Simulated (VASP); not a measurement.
# Fe (P6_3/mmc) in VASP: notebook

Fe is run at these levels: PBE; tasks: single point.

Everything below comes from runs of VASP 6.6.1. Logs are shortened: lines on timing, memory, paths and dates and some standing lists are left out, and cuts for length are marked.

## 1. The cell of the first run

The structure is hexagonal, space group P6_3/mmc (No. 194). Conventional cell: a = 2.435 Å, b = 2.435 Å, c = 3.853 Å, α = 90.00°, β = 90.00°, γ = 120.00°. Within 3.2 Å of Fe (site symmetry -6m2) lie 12 Fe at 2.38 to 2.44 Å.

## 2. Single point, PBE (volume scaled by 0.97, then relaxed in part)

INCAR

```
PREC     = Accurate       # precision mode
ENCUT    = 520            # plane-wave cutoff, eV
EDIFF    = 1E-6           # SCF threshold, eV
ISMEAR   = 0              # smearing method
SIGMA    = 0.1            # smearing width, eV
LREAL    = F              # projectors in reciprocal space
LASPH    = T              # aspherical terms in the spheres
NELM     = 60             # most SCF steps
ALGO     = Normal         # electronic algorithm
ISIF     = 2              # what is computed and relaxed
LWAVE    = F              # write WAVECAR
LCHARG   = F              # write CHGCAR
GGA      = PE             # functional
NBANDS   = 15             # bands
```

KPOINTS

```
regular mesh
0
Gamma
  21 21 12
```

POSCAR

```
Fe
1.0
    2.4351542988      0.0000000000      0.0000000000
   -1.2175771494      2.1089054849      0.0000000000
    0.0000000000      0.0000000000      3.8526373274
Fe
2
Direct
    0.3333333333      0.6666666667      0.2500000000
    0.6666666667      0.3333333333      0.7500000000
```

Potentials or basis: VASP PAW PBE potentials, release 64 (Fe).

The run is started by

```
cat potpaw_PBE.64/Fe/POTCAR > POTCAR
mpirun -np 1 vasp_std > vasp.out
```

OUTCAR:

```text
PREC = Accurate
   ENCUT = 520
   EDIFF = 1E-6
   ISMEAR = 0
   LREAL = F
   LASPH = T
   NELM = 60
   ISIF = 2
   GGA = PE

 ion  position               nearest neighbor table
   1  0.333  0.667  0.250-   2 2.38   2 2.38   2 2.38   2 2.38   2 2.38   2 2.38
   2  0.667  0.333  0.750-   1 2.38   1 2.38   1 2.38   1 2.38   1 2.38   1 2.38

  LATTYP: Found a hexagonal cell.
 ALAT       =     2.4351542988
 C/A-ratio  =     1.5820916684

  Lattice vectors:

 A1 = (   2.4351542988,   0.0000000000,   0.0000000000)
 A2 = (  -1.2175771494,   2.1089054849,   0.0000000000)
 A3 = (   0.0000000000,   0.0000000000,   3.8526373274)

Analysis of symmetry for initial positions (statically):
=====================================================================
 Subroutine PRICEL returns:
 Original cell was already a primitive cell.

 Routine SETGRP: Setting up the symmetry group for a
 hexagonal supercell.

 Subroutine GETGRP returns: Found 24 space group operations
 (whereof 12 operations were pure point group operations)
 out of a pool of 24 trial point group operations.

The static configuration has the point symmetry D_3d.
 The point group associated with its full space group is D_6h.

Analysis of symmetry for dynamics (positions and initial velocities):
=====================================================================
 Subroutine PRICEL returns:
 Original cell was already a primitive cell.

 Routine SETGRP: Setting up the symmetry group for a
 hexagonal supercell.

 Subroutine GETGRP returns: Found 24 space group operations
 (whereof 12 operations were pure point group operations)
 out of a pool of 24 trial point group operations.

The dynamic configuration has the point symmetry D_3d.
 The point group associated with its full space group is D_6h.

 Subroutine INISYM returns: Found 24 space group operations
 (whereof 12 operations are pure point group operations),
 and found     1 'primitive' translations

----------------------------------------------------------------------------------------

                                     Primitive cell

  volume of cell :      19.7853

  direct lattice vectors                    reciprocal lattice vectors
     2.435154299  0.000000000  0.000000000     0.410651596  0.237089810  0.000000000
    -1.217577149  2.108905485  0.000000000     0.000000000  0.474179619  0.000000000
     0.000000000  0.000000000  3.852637327     0.000000000  0.000000000  0.259562454

  length of vectors
     2.435154299  2.435154299  3.852637327     0.474179619  0.474179619  0.259562454

  position of ions in fractional coordinates (direct lattice)
     0.333333333  0.666666667  0.250000000
     0.666666667  0.333333333  0.750000000

  ion indices of the primitive-cell ions
   primitive index   ion index
                 1           1
                 2           2

----------------------------------------------------------------------------------------

 KPOINTS: regular mesh

Automatic generation of k-mesh.
 Grid dimensions read from file:
 generate k-points for:   21   21   12

 Generating k-lattice:

  Cartesian coordinates                     Fractional coordinates (reciprocal lattice)
     0.019554838  0.011289991  0.000000000     0.047619048  0.000000000  0.000000000
     0.000000000  0.022579982  0.000000000     0.000000000  0.047619048  0.000000000
     0.000000000  0.000000000  0.021630205     0.000000000  0.000000000  0.083333333

  Length of vectors
     0.022579982  0.022579982  0.021630205

  Shift w.r.t. Gamma in fractional coordinates (k-lattice)
     0.000000000  0.000000000  0.000000000

 Subroutine IBZKPT returns following result:
 ===========================================

 Found    336 irreducible k-points:

 Following reciprocal coordinates:
            Coordinates               Weight
  0.000000  0.000000  0.000000      1.000000
  0.047619  0.000000  0.000000      6.000000
  0.095238  0.000000  0.000000      6.000000
  0.142857  0.000000  0.000000      6.000000
  0.190476  0.000000  0.000000      6.000000
  0.238095  0.000000  0.000000      6.000000
[... 16 lines left out ...]
  0.142857  0.095238  0.000000     12.000000
  0.190476  0.095238  0.000000     12.000000
 [... further k-points ...]
   k-points           NKPTS =    336   k-points in BZ     NKDIM =    336   number of bands    NBANDS=     15
   number of dos      NEDOS =    301   number of ions     NIONS =      2
   total plane-waves  NPLWV =   9720
   dimension x,y,z NGX =    18 NGY =   18 NGZ =   30
   dimension x,y,z NGXF=    36 NGYF=   36 NGZF=   60
   ions per type =               2
   NGX,Y,Z   is equivalent  to a cutoff of  12.29, 12.29, 12.95 a.u.
   NGXF,Y,Z  is equivalent  to a cutoff of  24.58, 24.58, 25.89 a.u.
 SYSTEM =  unknown system
   PREC   = accura    normal or accurate (medium, high low for compatibility)
   ISTART =      0    job   : 0-new  1-cont  2-samecut
   ICHARG =      2    charge: 1-file 2-atom 10-const
   ISPIN  =      1    spin polarized calculation?
   LNONCOLLINEAR =      F non collinear calculations
   LSORBIT =      F    spin-orbit coupling
   LASPH  =      T    aspherical Exc in radial PAW
   ENCUT  =  520.0 eV  38.22 Ry    6.18 a.u.   4.53  4.53  7.16*2*pi/ulx,y,z
   NELM   =     60;   NELMIN=  2; NELMDL= -5     # of ELM steps
   EDIFF  = 0.1E-05   stopping-criterion for ELM
   LREAL  =      F    real-space projection
   EDIFFG = 0.1E-04   stopping-criterion for IOM
   NSW    =      0    number of steps for IOM
   IBRION =     -1    ionic relax: 0-MD 1-quasi-New 2-CG
   NFREE  =      0    steps in history (QN), initial steepest desc. (CG)
   ISIF   =      2    stress and relaxation
   ISYM   =      2    0-nonsym 1-usesym 2-fastsym
   POTIM  = 0.5000    time-step for ionic-motion
   TEBEG  =    0.0;   TEEND  =   0.0 temperature during run
   PSTRESS=    0.0 pullay stress
   NELECT =      16.0000    total number of electrons
   NUPDOWN=      -1.0000    fix difference up-down
   EMIN   =  10.00;   EMAX   =-10.00  energy-range for DOS
   EFERMI =   0.00;   METHOD = LEGACY
   ISMEAR =     0;   SIGMA  =   0.10  broadening in eV -4-tet -1-fermi 0-gaus
   EFERMI_NEDOS =   21; number of points for ismear=-14 and -15
   IALGO  =     38    algorithm
   IMIX   =      4    mixing-type and parameters
     AMIX     =   0.40;   BMIX     =  1.00
     AMIX_MAG =   1.60;   BMIX_MAG =  1.00
  volume/ion in A,a.u.               =       9.89        66.76
  Fermi-wavevector in a.u.,A,eV,Ry     =   1.525226  2.882260 31.651435  2.326315
  Thomas-Fermi vector in A             =   2.633425
   LORBIT       =      0    0 simple, 1 ext, 2 COOP (PROOUT), +10 PAW based schemes
   GGA     = PE    functional components
   LHFCALC =     F    Hartree Fock is set to
   AEXX    =    0.0000 exact exchange contribution
   IVDW    =     0    specifies the selected vdW correction
   LEPSILON=     F    determine dielectric tensor
   LRPA    =     F    only Hartree local field effects (RPA)
 non-spin polarized calculation
 Gauss-broadening in eV      SIGMA  =   0.10
  energy-cutoff  :      520.00
  volume of cell :       19.79
 maximum number of plane-waves:       549
 NGX is ok and might be reduce to    18
   NGX =  9   NGY =  9   NGZ = 15

 number of electron      16.0000009 magnetization

 Free energy of the ion-electron system (eV)
  ---------------------------------------------------
  ext. energy  EPLUGINS =         0.00000000
  ---------------------------------------------------
  free energy    TOTEN  =       -16.29816529 eV

  energy without entropy =      -16.28465322  energy(sigma->0) =      -16.29140925

 E-fermi :   7.2416     XC(G=0): -13.9668

 val. band max:        7.2402834621   @ k =   0.0952   0.0952   0.3333
 cond. band min:       7.2429508057   @ k =   0.1905   0.0952   0.0833
 fundamental gap:      0.0026673436
 Fermi energy:         7.2415662831

 k-point     1 :       0.0000    0.0000    0.0000
  band No.  band energies     occupation
      1      -1.8392      2.00000
      2       2.1362      2.00000
      3       5.5211      2.00000
      4       5.5211      2.00000
      5       5.6511      2.00000
      6       6.0070      2.00000
      7       6.0070      2.00000
      8       6.3669      2.00000
      9       6.3669      2.00000
     10       7.7917      0.00000
     11       7.9841      0.00000
     12       7.9841      0.00000
     13      16.3138      0.00000
     14      29.3977      0.00000
     15      33.1545      0.00000

 k-point     2 :       0.0476    0.0000    0.0000
  band No.  band energies     occupation
      1      -1.7525      2.00000
      2       2.1935      2.00000
      3       5.3774      2.00000
      4       5.5707      2.00000
      5       5.7754      2.00000
      6       5.9810      2.00000
      7       6.0504      2.00000
      8       6.3099      2.00000
      9       6.3321      2.00000
     10       7.0869      1.97126
     11       8.0012      0.00000
     12       8.7939      0.00000
     13      16.3175      0.00000
     14      29.0937      0.00000
     15      31.9895      0.00000

 k-point     3 :       0.0952    0.0000    0.0000
  band No.  band energies     occupation
      1      -1.4958      2.00000
      2       2.3567      2.00000
      3       5.1563      2.00000
      4       5.7171      2.00000
      5       5.8780      2.00000
      6       5.9796      2.00000
      7       6.0088      2.00000
      8       6.1782      2.00000
      9       6.2353      2.00000
     10       6.5631      2.00000
     11       8.0465      0.00000
     12       9.7644      0.00000
     13      16.3305      0.00000
     14      27.9678      0.00000
     15      30.7775      0.00000
[... 343 lines left out ...]
 k-point    23 :       0.1429    0.0952    0.0000
  band No.  band energies     occupation
      1      -0.2918      2.00000
      2       2.9860      2.00000
      3       4.5218      2.00000
      4       4.6693      2.00000
      5       5.6681      2.00000
      6       5.7114      2.00000
      7       6.3121      2.00000
      8       6.3592      2.00000
      9       6.4453      2.00000
     10       6.8864      2.00000
     11       8.1621      0.00000
     12      12.3011      0.00000
     13      16.4434      0.00000
     14      24.1176      0.00000
     15      25.6619      0.00000

 k-point    24 :       0.1905    0.0952    0.0000
  band No.  band energies     occupation
      1       0.3573      2.00000
      2       3.1855      2.00000
      3       4.2039      2.00000
      4       4.3250      2.00000
      5       5.5461      2.00000
      6       5.6230      2.00000
      7       6.1909      2.00000
      8       6.5923      2.00000
      9       6.8239      2.00000
     10       7.2649      0.74099
     11       8.2032      0.00000
     12      13.3818      0.00000
     13      16.5278      0.00000
     14      22.1624      0.00000
     15      24.6334      0.00000

 [... further k-points ...]

------------------------ aborting loop because EDIFF is reached ----------------------------------------

  FORCE on cell =-STRESS in cart. coord.  units (eV):
  Direction    XX          YY          ZZ          XY          YZ          ZX
  --------------------------------------------------------------------------------------
  -------------------------------------------------------------------------------------
  Total        1.0811351      1.0811351      1.0580309      0.0000000      0.0000000      0.0000000
  in kB       87.5485235     87.5485235     85.6775810      0.0000000      0.0000000      0.0000000
  external PRESSURE =      86.9248760 kB  Pullay stress =       0.0000000 kB

 VOLUME and BASIS-vectors are now :
 -----------------------------------------------------------------------------
  energy-cutoff  :      520.00
  volume of cell :       19.79
      direct lattice vectors                 reciprocal lattice vectors
     2.435154299  0.000000000  0.000000000     0.410651596  0.237089810  0.000000000
    -1.217577149  2.108905485  0.000000000     0.000000000  0.474179619  0.000000000
     0.000000000  0.000000000  3.852637327     0.000000000  0.000000000  0.259562454

 POSITION                                       TOTAL-FORCE (eV/Angst)
 -----------------------------------------------------------------------------------
     -0.00000      1.40594      0.96316        -0.000000      0.000000      0.000000
      1.21758      0.70297      2.88948         0.000000      0.000000      0.000000
 -----------------------------------------------------------------------------------
    total drift:                                0.000000     -0.000000     -0.000000

  FREE ENERGIE OF THE ION-ELECTRON SYSTEM (eV)
  ---------------------------------------------------
  free  energy   TOTEN  =       -16.2981652878 eV

  energy  without entropy=      -16.2846532161  energy(sigma->0) =      -16.29140925
```

Wall time 40 s (1 thread of Intel Xeon 6975P-C (Granite Rapids), shared host); peak memory 0.2 GiB.

Results:

```
Free energy            : -16.2982 eV
Pressure               : 8.7 GPa
Band gap on the k mesh : zero (band 8 reaches 8.18 eV, above the bottom of band 9 at 6.23 eV)
```

Stress tensor (GPa, compression positive):
```
8.75 0.00 0.00
0.00 8.75 0.00
0.00 0.00 8.57
```

Caveat: the run has no spin polarisation, though such a crystal can be magnetic.

(Part 1 of 2 ends here.)
